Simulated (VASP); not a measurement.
**H23NO10: single point with PBE+D3(BJ)**

H23NO10:

```
O H N
1.0
     6.97268    0.00000    0.00000
     0.00000    6.97268    0.00000
     0.00000    0.00000    6.97268
O H N
10 23 1
Cartesian
  6.0512 5.4698 0.2032
  3.2284 4.6344 1.1140
  7.2636 5.8290 3.4336
  2.4334 2.5948 2.8981
  4.2540 0.5484 2.9677
  2.7531 5.8948 4.7536
  1.6207 1.5570 -0.8908
  5.9780 7.2972 5.0249
  6.6755 3.6669 4.9534
  4.0760 3.4930 5.1375
  6.3888 4.8701 -0.4306
  6.5763 5.4629 0.9573
  3.5979 4.3196 0.2732
  4.0216 5.1161 1.3812
  8.2094 6.0158 3.6729
  6.7586 6.4739 3.9656
  1.5629 2.1508 2.5018
  2.4652 3.5150 2.3413
  4.9148 0.6784 3.6878
  3.5695 1.2904 2.9433
  3.4368 6.3317 4.2456
  3.1998 5.0253 4.9469
  1.9705 0.6969 -1.2711
  2.3549 1.9555 -0.3716
  5.9200 6.8298 5.8900
  6.7197 7.9230 5.2198
  7.4276 3.0524 4.9855
  6.9434 4.3316 4.2420
  3.5413 2.9945 4.5029
  4.9988 3.3742 5.0192
  -0.4359 2.0612 1.9622
  0.4221 1.2473 0.7902
  -0.1160 0.4567 2.2162
  0.2407 1.3018 1.8100
```

```
Program                : VASP 6.6.1
Task                   : single point
Functional             : PBE
Dispersion             : D3(BJ)
Potentials or basis    : VASP PAW PBE potentials, release 64 (O, H, N)
Cutoff                 : 520 eV
k mesh                 : 1 × 1 × 1
Occupations            : fermi-dirac, width 0.02 eV
Spin                   : no spin polarisation
Dipole correction      : no
Further INCAR settings : LREAL = Auto; ALGO = Normal; EDIFF = 1e-06; NBANDS = 67
```

```json
{
 "Pressure": "0.6 GPa",
 "Largest force": "3.621 eV/Å",
 "Band gap on the k mesh": "4.15 eV",
 "Dispersion energy per atom": "-0.034 eV"
}
```

Forces in eV/Å, atoms in the order of the input:
```
O   -2.918  1.802 -1.163
O    0.020 -0.049 -0.160
O    0.908 -0.863 -1.074
O   -1.222  2.149 -1.642
O   -0.332 -0.109 -0.032
O   -0.693 -0.554  0.734
O    0.227 -0.707 -0.350
O    0.704  1.190  0.857
O    0.360  0.292 -0.382
O   -2.843  0.751  1.226
H    1.024 -1.858 -1.573
H    1.984 -0.013  2.611
H   -0.408 -0.553 -0.636
H    0.204  0.673  0.755
H   -0.046 -0.452  0.027
H   -0.512  0.022  0.574
H    0.883 -0.106  0.516
H    0.584 -2.428  1.247
H   -0.586  0.332 -0.135
H    0.724 -0.193  0.056
H    0.747  1.056 -1.133
H   -0.240 -0.011  0.173
H    0.075  0.680  0.471
H   -0.262 -0.279 -0.363
H   -0.344 -0.544  0.280
H   -0.475  0.023 -0.154
H    0.283 -0.226  0.241
H   -0.193  0.154  0.311
H   -0.141 -0.342 -0.583
H    2.410 -0.381 -0.569
H   -0.070 -0.465 -0.161
H   -0.109 -0.265  0.694
H   -0.142 -0.650 -0.071
N    0.399  1.925 -0.590
```

Stress tensor (GPa, compression positive):
```
 1.47 -0.01 -0.66
-0.01 -0.42  0.98
-0.66  0.98  0.76
```

Levels at points of the mesh, in eV from the valence-band top:
| k point | band 40 | band 41 | band 42 | band 43 | band 44 | band 45 | band 46 | band 47 | band 48 | band 49 |
| --- | --- | --- | --- | --- | --- | --- | --- | --- | --- | --- |
| (0.00, 0.00, 0.00) | -0.89 | -0.73 | -0.50 | -0.32 | 0.00 | 4.15 | 6.76 | 7.26 | 7.62 | 7.75 |

It took 62 s on 1 thread of Intel(R) Xeon(R) Platinum 8488C (Sapphire Rapids), on a shared host, peak memory 0.35 GiB.

Caveat: the k points lie up to 0.90 Å⁻¹ apart.
